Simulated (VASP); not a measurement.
Here is a VASP 6.6.1 calculation.

INCAR

```
SYSTEM = ZnO
  PREC = Accurate
  ENCUT = 520
  EDIFF = 1E-6
  ISMEAR = 0
  SIGMA = 0.02
  LREAL = .FALSE.
  LASPH = .TRUE.
  NELM = 100
  ALGO = Normal
  ISIF = 2
  LWAVE = .FALSE.
  LCHARG = .TRUE.
  GGA = PE
  LELF = .TRUE.
  LVHAR = .TRUE.
  NBANDS = 26
```

File KPOINTS:

```
regular mesh
0
G
  15 15 8
  0 0 0
```

File POSCAR:

```
ZnO
1.0
    3.3438004345      0.0000000000      0.0000000000
   -1.6719002173      2.8958161215      0.0000000000
    0.0000000000      0.0000000000      5.3975698736
Zn O
2 2
Direct
    0.3333333333      0.6666666667      0.4999686137
    0.6666666667      0.3333333333     -0.0000313863
    0.6666666667      0.3333333333      0.3790413863
    0.3333333333      0.6666666667      0.8790413863
```

Potentials or basis: VASP PAW PBE potentials, release 64 (Zn, O).

Run with:

```bash
$ cat potpaw_PBE.64/Zn/POTCAR potpaw_PBE.64/O/POTCAR > POTCAR
$ mpirun -np 1 vasp_std > vasp.out
```

Task: Estimate the band gap on the k mesh.

Result: 0.64 eV, direct.

Task: Predict the pressure.

Result: -5.9 GPa.

 A k mesh can miss the band edges.
